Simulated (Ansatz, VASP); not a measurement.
## One calculation of BN, two programs

```
CELL_PARAMETERS angstrom
0.00000 1.80254 1.80254
1.80254 0.00000 1.80254
1.80254 1.80254 0.00000
ATOMIC_POSITIONS crystal
B 0.00000 0.00000 0.00000
N 0.25000 0.25000 0.25000
```

Alike in both runs: task single point; functional PBEsol; k mesh 14 × 14 × 14; no spin polarisation.

|  | VASP | Ansatz |
| --- | --- | --- |
| version | VASP 6.6.1 | Ansatz 0.2.0 |
| potentials or method | VASP PAW PBE potentials, release 64 (B, N), cutoff 600 eV | scalar-relativistic, plane waves, PAW |
| occupations | gaussian, width 0.01 eV | fixed |
| valence electrons in the cell | 8 | 8 |

VASP gave:

| Quantity | Value |
| --- | --- |
| gap on the k mesh at the Fermi level (eV) | 4.29 |
| least direct gap on the mesh (eV) | 8.80 |
| pressure (GPa) | 0.5 |

Q: Which values does Ansatz return?

A: gap on the k mesh at the Fermi level (eV): 4.29; least direct gap on the mesh (eV): 8.80; pressure (GPa): 0.0.

VASP's potentials were made for PBE, not for PBEsol, and Ansatz warns of the same on its side.
